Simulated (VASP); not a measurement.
# Bi (R-3m) in VASP: notebook, part 2 of 2

VASP 6.6.1.

## (3) Single point, PBE (strained)

The input, INCAR:

```
SYSTEM = Bi
PREC = Accurate
ENCUT = 520
EDIFF = 1E-7
ISMEAR = 0
SIGMA = 0.1
LREAL = .FALSE.
LASPH = .TRUE.
NELM = 100
ALGO = Fast
ISIF = 2
LWAVE = .FALSE.
LCHARG = .FALSE.
GGA = PE
NBANDS = 22
```

The input, KPOINTS:

```
Automatic mesh
0
G
  12 12 12
  0 0 0
```

The input, POSCAR:

```
Bi
1.0
    2.2325402841      1.2889577340      3.8243088000
   -2.2325402841      1.2889577340      3.8243088000
    0.0000000000     -2.5779154679      3.8243088000
Bi
2
Direct
    0.2423202816      0.2423202816      0.2423202816
    0.7576797184      0.7576797184      0.7576797184
```

Potentials or basis: VASP PAW PBE potentials, release 64 (Bi_d).

Run with:

```
cat potpaw_PBE.64/Bi_d/POTCAR > POTCAR
mpirun -np 1 vasp_std > vasp.out
```

OUTCAR:

```text
SYSTEM = Bi
   PREC = Accurate
   ENCUT = 520
   EDIFF = 1E-7
   ISMEAR = 0
   LREAL = .FALSE.
   LASPH = .TRUE.
   NELM = 100
   ISIF = 2
   GGA = PE

 ion  position               nearest neighbor table
   1  0.242  0.242  0.242-   2 3.11   2 3.11   2 3.11   2 3.32   2 3.32   2 3.32
   2  0.758  0.758  0.758-   1 3.11   1 3.11   1 3.11   1 3.32   1 3.32   1 3.32

  LATTYP: Found a trigonal (rhomboedric) cell.
 ALAT       =     4.6120479137
 COS(alpha) =     0.5313582426

  Lattice vectors:

 A1 = (   2.2325402841,   1.2889577340,   3.8243088000)
 A2 = (  -2.2325402841,   1.2889577340,   3.8243088000)
 A3 = (   0.0000000000,  -2.5779154679,   3.8243088000)

Analysis of symmetry for initial positions (statically):
=====================================================================
 Subroutine PRICEL returns:
 Original cell was already a primitive cell.

 Routine SETGRP: Setting up the symmetry group for a
 trigonal (rhombohedral) supercell.

 Subroutine GETGRP returns: Found 12 space group operations
 (whereof 12 operations were pure point group operations)
 out of a pool of 12 trial point group operations.

The static configuration has the point symmetry D_3d.

Analysis of symmetry for dynamics (positions and initial velocities):
=====================================================================
 Subroutine PRICEL returns:
 Original cell was already a primitive cell.

 Routine SETGRP: Setting up the symmetry group for a
 trigonal (rhombohedral) supercell.

 Subroutine GETGRP returns: Found 12 space group operations
 (whereof 12 operations were pure point group operations)
 out of a pool of 12 trial point group operations.

The dynamic configuration has the point symmetry D_3d.

 Subroutine INISYM returns: Found 12 space group operations
 (whereof 12 operations are pure point group operations),
 and found     1 'primitive' translations

----------------------------------------------------------------------------------------

[... 111 lines left out ...]
     AMIX     =   0.40;   BMIX     =  1.00
     AMIX_MAG =   1.60;   BMIX_MAG =  1.00
  volume/ion in A,a.u.               =      33.02       222.80
  Fermi-wavevector in a.u.,A,eV,Ry     =   1.258542  2.378300 21.550662  1.583929
  Thomas-Fermi vector in A             =   2.392147
   LORBIT       =      0    0 simple, 1 ext, 2 COOP (PROOUT), +10 PAW based schemes
   GGA     = PE    functional components
   LHFCALC =     F    Hartree Fock is set to
   AEXX    =    0.0000 exact exchange contribution
   IVDW    =     0    specifies the selected vdW correction
   LEPSILON=     F    determine dielectric tensor
   LRPA    =     F    only Hartree local field effects (RPA)
 non-spin polarized calculation
 RMM-DIIS sequential band-by-band and
 Gauss-broadening in eV      SIGMA  =   0.10
  energy-cutoff  :      520.00
  volume of cell :       66.03
 maximum number of plane-waves:      1802
 NGX is ok and might be reduce to    36
   NGX = 17   NGY = 17   NGZ = 17

 number of electron      29.9999997 magnetization

 Free energy of the ion-electron system (eV)
  ---------------------------------------------------
  ext. energy  EPLUGINS =         0.00000000
  ---------------------------------------------------
  free energy    TOTEN  =        -7.67356662 eV

  energy without entropy =       -7.67093559  energy(sigma->0) =       -7.67225111

 E-fermi :   7.0994     XC(G=0):  -9.8568

 val. band max:        7.0856941545   @ k =   0.5000   0.0000   0.0000
 cond. band min:       7.1031385863   @ k =  -0.3333   0.0833  -0.0000
 fundamental gap:      0.0174444317
 Fermi energy:         7.0993709290

 k-point     1 :       0.0000    0.0000    0.0000
  band No.  band energies     occupation
      1     -15.9476      2.00000
      2     -15.9476      2.00000
      3     -15.7805      2.00000
      4     -15.7776      2.00000
      5     -15.7776      2.00000
      6     -15.5720      2.00000
[... 589 lines left out ...]
     21      15.1925      0.00000
     22      17.3492      0.00000

 [... further k-points ...]

------------------------ aborting loop because EDIFF is reached ----------------------------------------

  FORCE on cell =-STRESS in cart. coord.  units (eV):
  Direction    XX          YY          ZZ          XY          YZ          ZX
  --------------------------------------------------------------------------------------
  -------------------------------------------------------------------------------------
  Total        1.6994948      1.6994948      1.4241210      0.0000000      0.0000000      0.0000000
  in kB       41.2371109     41.2371109     34.5553503      0.0000000      0.0000000      0.0000000
  external PRESSURE =      39.0098574 kB  Pullay stress =       0.0000000 kB

 VOLUME and BASIS-vectors are now :
 -----------------------------------------------------------------------------
  energy-cutoff  :      520.00
  volume of cell :       66.03
      direct lattice vectors                 reciprocal lattice vectors
     2.232540284  1.288957734  3.824308800     0.223960125  0.129303438  0.087161720
    -2.232540284  1.288957734  3.824308800    -0.223960125  0.129303438  0.087161720
     0.000000000 -2.577915468  3.824308800     0.000000000 -0.258606876  0.087161720

 POSITION                                       TOTAL-FORCE (eV/Angst)
 -----------------------------------------------------------------------------------
      0.00000      0.00000      2.78012         0.000000     -0.000000     -0.192225
      0.00000      0.00000      8.69280         0.000000      0.000000      0.192225
 -----------------------------------------------------------------------------------
    total drift:                                0.000000     -0.000000      0.000000

  FREE ENERGIE OF THE ION-ELECTRON SYSTEM (eV)
  ---------------------------------------------------
  free  energy   TOTEN  =        -7.6735666243 eV

  energy  without entropy=       -7.6709355881  energy(sigma->0) =       -7.67225111
```

OSZICAR:

```text
N       E                     dE             d eps       ncg     rms          rms(c)
DAV:   1     0.308984765630E+03    0.30898E+03   -0.16249E+04  8348   0.168E+03
DAV:   2     0.187532699735E+02   -0.29023E+03   -0.28300E+03  8418   0.445E+02
DAV:   3    -0.676794699997E+01   -0.25521E+02   -0.25241E+02 10116   0.144E+02
DAV:   4    -0.763819379553E+01   -0.87025E+00   -0.86979E+00 10306   0.290E+01
DAV:   5    -0.767546059541E+01   -0.37267E-01   -0.37266E-01 12108   0.541E+00    0.946E-01
RMM:   6    -0.767276026048E+01    0.27003E-02   -0.13211E-02 10142   0.127E+00    0.569E-01
RMM:   7    -0.767312488258E+01   -0.36462E-03   -0.12478E-02  9715   0.118E+00    0.108E-01
RMM:   8    -0.767347159834E+01   -0.34672E-03   -0.32944E-03 11632   0.596E-01    0.206E-02
RMM:   9    -0.767356823033E+01   -0.96632E-04   -0.10332E-03 14029   0.254E-01    0.231E-02
RMM:  10    -0.767356783144E+01    0.39889E-06   -0.92990E-05 13274   0.799E-02    0.732E-03
RMM:  11    -0.767356710149E+01    0.72995E-06   -0.22209E-05 13601   0.325E-02    0.190E-03
RMM:  12    -0.767356710431E+01   -0.28199E-08   -0.36266E-06 13376   0.126E-02    0.119E-03
RMM:  13    -0.767356661555E+01    0.48876E-06   -0.50496E-07  7614   0.629E-03    0.499E-04
RMM:  14    -0.767356662431E+01   -0.87584E-08   -0.20845E-07  5843   0.422E-03
   1 F= -.76735666E+01 E0= -.76722511E+01  d E =-.263104E-02
```

stdout:

```text
POSCAR found type information on POSCAR Bi
 POSCAR found :  1 types and       2 ions
 scaLAPACK will be used
 LDA part: xc-table for (Slater+PW92), standard interpolation
 POSCAR, INCAR and KPOINTS ok, starting setup
 FFT: planning ... GRIDC
 FFT: planning ... GRID_SOFT
 FFT: planning ... GRID
 WAVECAR not read
 entering main loop
WARNING in EDDRMM: call to ZHEGV failed, returncode =   8  4     21
WARNING in EDDRMM: call to ZHEGV failed, returncode =   8  4     21
```

It took 2 min on 1 thread of Intel Xeon 6975P-C (Granite Rapids), shared host; peak memory 0.35 GiB.

Results:

| Quantity | Value |
| --- | --- |
| Free energy | -7.6736 eV |
| Pressure | 3.9 GPa |
| Largest force | 0.192 eV/Å |
| Band gap on the k mesh | zero (band 15 reaches 7.13 eV, above the bottom of band 16 at 6.83 eV) |

Forces in eV/Å, atoms in the order of the input:
```
Bi   0.000  0.000 -0.192
Bi   0.000  0.000  0.192
```

Levels at points of the mesh, in eV from the Fermi level:
```csv
k point,band 11,band 12,band 13,band 14,band 15,band 16,band 17,band 18,band 19,band 20
"(0.00, 0.00, 0.00)",-13.44,-7.30,-1.74,-1.29,-1.29,3.14,3.15,3.15,5.20,5.60
"(0.50, 0.00, 0.00)",-11.22,-10.89,-0.96,-0.74,-0.29,-0.27,-0.01,0.35,7.94,8.49
"(0.50, 0.50, 0.00)",-11.40,-9.39,-5.20,-3.41,-3.13,2.53,5.17,5.38,7.28,9.81
"(0.50, 0.50, 0.50)",-11.64,-10.66,-0.51,-0.35,-0.35,0.27,0.27,0.32,7.71,8.77
```

Caveat: the cell differs from its parent crystal (strained); spin-orbit coupling is left out, which moves the levels of the heavy elements.

## (4) Single point, PBE (strained and its atoms moved)

The input, INCAR:

```
SYSTEM = Bi
PREC = Accurate
ENCUT = 520
EDIFF = 1E-6
ISMEAR = 0
SIGMA = 0.1
LREAL = .False.
LASPH = .True.
NELM = 80
ALGO = Fast
ISIF = 2
LWAVE = .False.
LCHARG = .False.
GGA = PE
NBANDS = 22
```

The input, KPOINTS:

```
Automatic mesh
0
Gamma
  12 12 12
  0 0 0
```

The input, POSCAR:

```
Bi
1.0
    2.3416897287      1.3519751952      3.8362498800
   -2.3416897287      1.3519751952      3.8362498800
    0.0000000000     -2.7039503903      3.8362498800
Bi
2
Direct
    0.2389481689      0.2389481689      0.2389481689
    0.7610518311      0.7610518311      0.7610518311
```

Run with:

```
cat potpaw_PBE.64/Bi_d/POTCAR > POTCAR
mpirun -np 1 vasp_std > vasp.out
```

Run time: 2.4 min. Hardware: 1 thread of Intel Xeon 6975P-C (Granite Rapids), shared host; peak memory 0.37 GiB.

It converged, with:

```
Free energy            : -7.7472 eV
Pressure               : -0.8 GPa
Largest force          : 0.210 eV/Å
Band gap on the k mesh : zero (band 15 reaches 5.88 eV, above the bottom of band 16 at 5.65 eV)
```

Forces in eV/Å, atoms in the order of the input:
```
Bi   0.000  0.000 -0.210
Bi   0.000  0.000  0.210
```

Stress tensor (GPa, compression positive):
```
-1.22  0.00  0.00
 0.00 -1.22  0.00
 0.00  0.00  0.08
```

Levels at points of the mesh, in eV from the Fermi level:
| k point | band 13 | band 14 | band 15 | band 16 | band 17 | band 18 |
| --- | --- | --- | --- | --- | --- | --- |
| (0.00, 0.00, 0.00) | -1.24 | -1.24 | -1.11 | 2.77 | 3.03 | 3.03 |
| (0.50, 0.00, 0.00) | -0.78 | -0.72 | -0.25 | -0.23 | 0.50 | 0.66 |
| (0.50, 0.50, 0.00) | -4.50 | -2.86 | -2.75 | 2.68 | 4.83 | 5.03 |
| (0.50, 0.50, 0.50) | -0.88 | -0.51 | -0.51 | 0.26 | 0.34 | 0.34 |

Caveat: the cell differs from its parent crystal (strained and its atoms moved); spin-orbit coupling is left out, which moves the levels of the heavy elements.

## (5) Overview

```csv
cell,k mesh,gap on the mesh (eV),pressure (GPa),largest force (eV/Å)
"a = 4.746 Å, angles 57.2°, 2 atoms",6 × 6 × 6,none,1.7,0.10
"a = 4.612 Å, angles 57.9°, 2 atoms",12 × 12 × 12,none,3.9,0.19
"a = 4.693 Å, angles 59.9°, 2 atoms",12 × 12 × 12,none,-0.8,0.21
```

Alike in all rows: task single point; level PBE; potentials or basis VASP PAW PBE potentials, release 64 (Bi_d); no spin polarisation; cutoff (eV) 520; smearing gaussian 0.1 eV.

Caveats: spin-orbit coupling is left out, which moves the levels of the heavy elements.

Total energies depend on the potentials used, so only differences within one code and one set of settings carry meaning.
